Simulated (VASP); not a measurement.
# BaTiO3 (Cm) in VASP: single point with PBE

Aim: the single point of BaTiO3 with PBE.

Program: VASP 6.6.1. These are calculated values, not measurements. Logs are shortened: lines on timing, memory, paths and dates and some standing lists are left out, and cuts for length are marked.

### Step 1. The cell of the first run

Symmetry: Cm, No. 8, monoclinic system. The conventional cell has a = 5.743 Å, b = 5.572 Å, c = 4.019 Å, α = 90.00°, β = 92.41°, γ = 90.00°. Within 3.7 Å of Ba (site symmetry m) lie 12 O at 2.75 to 2.92 Å and 8 Ti at 3.39 to 3.62 Å. Ti (site symmetry m) has 6 O at 1.87 to 2.15 Å within 2.5 Å. Within 2.5 Å of O (site symmetry m) lie 2 Ti at 1.87 to 2.15 Å. O (site symmetry 1) has 2 Ti at 2.00 to 2.01 Å and 4 Ba at 2.75 to 2.92 Å and 8 O at 2.79 to 2.88 Å within 3.0 Å.

### Step 2. Single point, PBE (equal xy, yz and zx shear strains of +3 %)

INCAR

```
PREC = Accurate ; ENCUT = 520
EDIFF = 1E-6 ; ISMEAR = -1
SIGMA = 0.08 ; LREAL = F
LASPH = T ; NELM = 80
ALGO = Normal ; ISIF = 2
LWAVE = F ; LCHARG = F
GGA = PE ; NBANDS = 28
```

KPOINTS

```
Automatic mesh
0
Gamma
  7 7 7
```

POSCAR

```
BaTiO3
1.0
    3.9998000000      0.0599970000      0.0599970000
    0.0599970000      3.9998000000      0.0599970000
    0.0602700000      0.0602700000      4.0180000000
Ba Ti O
1 1 3
Direct
    0.0000000000      0.0000000000      0.0000000000
    0.5000000000      0.5000000000      0.4820000000
    0.5000000000      0.5000000000      0.0160000000
    0.5000000000      0.0000000000      0.5150000000
    0.0000000000      0.5000000000      0.5150000000
```

Potentials or basis: VASP PAW PBE potentials, release 64 (Ba_sv, Ti_sv, O).

Command:

```console
$ cat potpaw_PBE.64/Ba_sv/POTCAR potpaw_PBE.64/Ti_sv/POTCAR potpaw_PBE.64/O/POTCAR > POTCAR
$ mpirun -np 1 vasp_std > vasp.out
```

OUTCAR:

```text
PREC = Accurate
   ENCUT = 520
   EDIFF = 1E-6
   ISMEAR = -1
   LREAL = F
   LASPH = T
   NELM = 80
   ISIF = 2
   GGA = PE

 ion  position               nearest neighbor table
   1  0.000  0.000  0.000-   4 2.75   5 2.75   3 2.79   3 2.79   4 2.83   5 2.83   5 2.83   4 2.83
                             3 2.87   3 2.87   4 2.92   5 2.92   2 3.39   2 3.39   2 3.40   2 3.47
   2  0.500  0.500  0.482-   3 1.87   4 2.00   5 2.00   4 2.01   5 2.01   3 2.15   1 3.39   1 3.39
                             1 3.40   1 3.47   1 3.48   1 3.48   1 3.53   1 3.62
   3  0.500  0.500  0.016-   2 1.87   2 2.15   1 2.79   1 2.79   1 2.87   1 2.87
   4  0.500  0.000  0.515-   2 2.00   2 2.01   1 2.75   1 2.83   1 2.83   1 2.92
   5  0.000  0.500  0.515-   2 2.00   2 2.01   1 2.75   1 2.83   1 2.83   1 2.92

  LATTYP: Found a base centered monoclinic cell.
 ALAT       =     5.7426737608
 B/A-ratio  =     0.9702314754
 C/A-ratio  =     0.6998314924
 COS(beta)  =    -0.0420942467

  Lattice vectors:

 A1 = (  -3.9998000000,  -0.0599970000,  -0.0599970000)
 A2 = (  -0.0599970000,  -3.9998000000,  -0.0599970000)
 A3 = (   0.0602700000,   0.0602700000,   4.0180000000)

Analysis of symmetry for initial positions (statically):
=====================================================================
 Subroutine PRICEL returns:
 Original cell was already a primitive cell.

 Routine SETGRP: Setting up the symmetry group for a
 base centered monoclinic supercell.

 Subroutine GETGRP returns: Found  2 space group operations
 (whereof  2 operations were pure point group operations)
 out of a pool of  4 trial point group operations.

The static configuration has the point symmetry C_1h.

Analysis of symmetry for dynamics (positions and initial velocities):
=====================================================================
 Subroutine PRICEL returns:
 Original cell was already a primitive cell.

 Routine SETGRP: Setting up the symmetry group for a
 base centered monoclinic supercell.

 Subroutine GETGRP returns: Found  2 space group operations
 (whereof  2 operations were pure point group operations)
 out of a pool of  4 trial point group operations.

The dynamic configuration has the point symmetry C_1h.

 Subroutine INISYM returns: Found  2 space group operations
 (whereof  2 operations are pure point group operations),
 and found     1 'primitive' translations

----------------------------------------------------------------------------------------

                                     Primitive cell

  volume of cell :      64.2386

  direct lattice vectors                    reciprocal lattice vectors
     3.999800000  0.059997000  0.059997000     0.250123393 -0.003696405 -0.003696405
     0.059997000  3.999800000  0.059997000    -0.003696405  0.250123393 -0.003696405
     0.060270000  0.060270000  4.018000000    -0.003679662 -0.003679662  0.248990430

  length of vectors
     4.000699854  4.000699854  4.018903948     0.250178013  0.250178013  0.249044803

  position of ions in fractional coordinates (direct lattice)
     0.000000000  0.000000000  0.000000000
     0.500000000  0.500000000  0.482000000
     0.500000000  0.500000000  0.016000000
     0.500000000  1.000000000  0.515000000
     1.000000000  0.500000000  0.515000000

  ion indices of the primitive-cell ions
   primitive index   ion index
                 1           1
                 2           2
                 3           3
                 4           4
                 5           5

----------------------------------------------------------------------------------------

 KPOINTS: Automatic mesh

Automatic generation of k-mesh.
 Grid dimensions read from file:
 generate k-points for:    7    7    7

 Generating k-lattice:

  Cartesian coordinates                     Fractional coordinates (reciprocal lattice)
     0.035731913 -0.000528058 -0.000528058     0.142857143 -0.000000000  0.000000000
    -0.000528058  0.035731913 -0.000528058    -0.000000000  0.142857143  0.000000000
    -0.000525666 -0.000525666  0.035570061     0.000000000  0.000000000  0.142857143

  Length of vectors
     0.035739716  0.035739716  0.035577829

  Shift w.r.t. Gamma in fractional coordinates (k-lattice)
     0.000000000  0.000000000  0.000000000

 Subroutine IBZKPT returns following result:
 ===========================================

 Found    100 irreducible k-points:

 Following reciprocal coordinates:
            Coordinates               Weight
  0.000000  0.000000  0.000000      1.000000
  0.142857 -0.000000 -0.000000      4.000000
  0.285714 -0.000000 -0.000000      4.000000
  0.428571  0.000000 -0.000000      4.000000
  0.142857  0.142857 -0.000000      2.000000
  0.285714  0.142857 -0.000000      4.000000
[... 16 lines left out ...]
 -0.142857  0.000000  0.142857      4.000000
  0.142857  0.142857  0.142857      2.000000
 [... further k-points ...]
   k-points           NKPTS =    100   k-points in BZ     NKDIM =    100   number of bands    NBANDS=     28
   number of dos      NEDOS =    301   number of ions     NIONS =      5
   total plane-waves  NPLWV =  27000
   dimension x,y,z NGX =    30 NGY =   30 NGZ =   30
   dimension x,y,z NGXF=    60 NGYF=   60 NGZF=   60
   ions per type =               1   1   3
   NGX,Y,Z   is equivalent  to a cutoff of  12.47, 12.47, 12.41 a.u.
   NGXF,Y,Z  is equivalent  to a cutoff of  24.93, 24.93, 24.82 a.u.
 SYSTEM =  unknown system
   PREC   = accura    normal or accurate (medium, high low for compatibility)
   ISTART =      0    job   : 0-new  1-cont  2-samecut
   ICHARG =      2    charge: 1-file 2-atom 10-const
   ISPIN  =      1    spin polarized calculation?
   LNONCOLLINEAR =      F non collinear calculations
   LSORBIT =      F    spin-orbit coupling
   LASPH  =      T    aspherical Exc in radial PAW
   ENCUT  =  520.0 eV  38.22 Ry    6.18 a.u.   7.44  7.44  7.47*2*pi/ulx,y,z
   NELM   =     80;   NELMIN=  2; NELMDL= -5     # of ELM steps
   EDIFF  = 0.1E-05   stopping-criterion for ELM
   LREAL  =      F    real-space projection
[... 7 lines left out ...]
   TEBEG  =    0.0;   TEEND  =   0.0 temperature during run
   PSTRESS=    0.0 pullay stress
   NELECT =      40.0000    total number of electrons
   NUPDOWN=      -1.0000    fix difference up-down
   EMIN   =  10.00;   EMAX   =-10.00  energy-range for DOS
   EFERMI =   0.00;   METHOD = LEGACY
   ISMEAR =    -1;   SIGMA  =   0.08  broadening in eV -4-tet -1-fermi 0-gaus
   EFERMI_NEDOS =   21; number of points for ismear=-14 and -15
   IALGO  =     38    algorithm
   IMIX   =      4    mixing-type and parameters
     AMIX     =   0.40;   BMIX     =  1.00
     AMIX_MAG =   1.60;   BMIX_MAG =  1.00
  volume/ion in A,a.u.               =      12.85        86.70
  Fermi-wavevector in a.u.,A,eV,Ry     =   1.397964  2.641770 26.589926  1.954304
  Thomas-Fermi vector in A             =   2.521169
   LORBIT       =      0    0 simple, 1 ext, 2 COOP (PROOUT), +10 PAW based schemes
   GGA     = PE    functional components
   LHFCALC =     F    Hartree Fock is set to
   AEXX    =    0.0000 exact exchange contribution
   IVDW    =     0    specifies the selected vdW correction
   LEPSILON=     F    determine dielectric tensor
   LRPA    =     F    only Hartree local field effects (RPA)
 non-spin polarized calculation
  energy-cutoff  :      520.00
  volume of cell :       64.24
 maximum number of plane-waves:      1753
 NGX is ok and might be reduce to    30
   NGX = 15   NGY = 15   NGZ = 15

 number of electron      39.9999967 magnetization

 Free energy of the ion-electron system (eV)
  ---------------------------------------------------
  ext. energy  EPLUGINS =         0.00000000
  ---------------------------------------------------
  free energy    TOTEN  =       -39.91499375 eV

  energy without entropy =      -39.91499229  energy(sigma->0) =      -39.91499302

 E-fermi :   4.7965     XC(G=0): -11.2438

 val. band max:        3.8078021692   @ k =  -0.4286  -0.4286   0.4286
 cond. band min:       5.6146663494   @ k =   0.0000   0.0000   0.0000
 fundamental gap:      1.8068641803
 Fermi energy:         4.7964505027

 k-point     1 :       0.0000    0.0000    0.0000
  band No.  band energies     occupation
      1     -52.7221      2.00000
      2     -28.9810      2.00000
      3     -28.9462      2.00000
      4     -28.9164      2.00000
      5     -21.0121      2.00000
      6     -13.0717      2.00000
[... 20 lines left out ...]
     27       8.9099      0.00000
     28      11.0953      0.00000

 k-point     2 :       0.1429   -0.0000   -0.0000
  band No.  band energies     occupation
      1     -52.7219      2.00000
      2     -28.9811      2.00000
      3     -28.9515      2.00000
      4     -28.9201      2.00000
      5     -20.9900      2.00000
      6     -13.0913      2.00000
[... 20 lines left out ...]
     27       9.2893      0.00000
     28      11.5599      0.00000

 k-point     3 :       0.2857   -0.0000   -0.0000
  band No.  band energies     occupation
      1     -52.7215      2.00000
      2     -28.9830      2.00000
      3     -28.9661      2.00000
      4     -28.9241      2.00000
      5     -20.9394      2.00000
      6     -13.1899      2.00000
[... 20 lines left out ...]
     27      10.2540      0.00000
     28      12.1542      0.00000

 k-point     4 :       0.4286    0.0000   -0.0000
  band No.  band energies     occupation
      1     -52.7211      2.00000
      2     -28.9912      2.00000
      3     -28.9732      2.00000
      4     -28.9251      2.00000
      5     -20.8980      2.00000
      6     -13.3000      2.00000
[... 578 lines left out ...]
     27      10.6725      0.00000
     28      12.3573      0.00000

 k-point    23 :      -0.1429    0.0000    0.1429
  band No.  band energies     occupation
      1     -52.7218      2.00000
      2     -28.9899      2.00000
      3     -28.9512      2.00000
      4     -28.9205      2.00000
      5     -20.9689      2.00000
      6     -13.0726      2.00000
[... 20 lines left out ...]
     27       9.6942      0.00000
     28      11.7404      0.00000

 k-point    24 :       0.1429    0.1429    0.1429
  band No.  band energies     occupation
      1     -52.7216      2.00000
      2     -28.9894      2.00000
      3     -28.9547      2.00000
      4     -28.9262      2.00000
      5     -20.9537      2.00000
      6     -13.0348      2.00000
[... 20 lines left out ...]
     27       9.8910      0.00000
     28      12.0577      0.00000

 [... further k-points ...]

------------------------ aborting loop because EDIFF is reached ----------------------------------------

  FORCE on cell =-STRESS in cart. coord.  units (eV):
  Direction    XX          YY          ZZ          XY          YZ          ZX
  --------------------------------------------------------------------------------------
  -------------------------------------------------------------------------------------
  Total        1.6795438      1.6795438      2.3058587     -1.4968383     -1.4431012     -1.4431010
  in kB       41.8895547     41.8895547     57.5104945    -37.3326904    -35.9924322    -35.9924284
  external PRESSURE =      47.0965346 kB  Pullay stress =       0.0000000 kB

 VOLUME and BASIS-vectors are now :
 -----------------------------------------------------------------------------
  energy-cutoff  :      520.00
  volume of cell :       64.24
      direct lattice vectors                 reciprocal lattice vectors
     3.999800000  0.059997000  0.059997000     0.250123393 -0.003696405 -0.003696405
     0.059997000  3.999800000  0.059997000    -0.003696405  0.250123393 -0.003696405
     0.060270000  0.060270000  4.018000000    -0.003679662 -0.003679662  0.248990430

 POSITION                                       TOTAL-FORCE (eV/Angst)
 -----------------------------------------------------------------------------------
      0.00000      0.00000      0.00000        -0.006952     -0.006952     -0.067250
      2.05895      2.05895      1.99667        -0.068449     -0.068449      0.068947
      2.03086      2.03086      0.12428         0.039245      0.039245      0.313763
      2.03094      0.06104      2.09927         0.033298      0.002859     -0.157730
      0.06104      2.03094      2.09927         0.002859      0.033298     -0.157730
 -----------------------------------------------------------------------------------
    total drift:                                0.000062      0.000062     -0.000512

  FREE ENERGIE OF THE ION-ELECTRON SYSTEM (eV)
  ---------------------------------------------------
  free  energy   TOTEN  =       -39.9149937550 eV

  energy  without entropy=      -39.9149922939  energy(sigma->0) =      -39.91499302
```

Wall time 78 s (1 thread of Intel Xeon 6975P-C (Granite Rapids), shared host); peak memory 0.3 GiB.

Results:

```
Free energy            : -39.9150 eV
Pressure               : 4.7 GPa
Largest force          : 0.319 eV/Å
Band gap on the k mesh : 1.81 eV (least direct gap 1.96 eV)
```

Forces in eV/Å, atoms in the order of the input:
```
Ba  -0.007 -0.007 -0.067
Ti  -0.068 -0.068  0.069
O    0.039  0.039  0.314
O    0.033  0.003 -0.158
O    0.003  0.033 -0.158
```

Levels at points of the mesh, in eV from the valence-band top:
| k point | band 17 | band 18 | band 19 | band 20 | band 21 | band 22 | band 23 | band 24 |
| --- | --- | --- | --- | --- | --- | --- | --- | --- |
| (0.00, 0.00, 0.00) | -1.04 | -0.44 | -0.22 | -0.15 | 1.81 | 2.07 | 2.19 | 4.04 |

Caveat: the cell differs from its parent crystal (equal xy, yz and zx shear strains of +3 %); the cell stands under pressure; spin-orbit coupling is left out, which moves the levels of the heavy elements; an odd mesh through Γ misses points on the zone boundary, where band edges can lie.
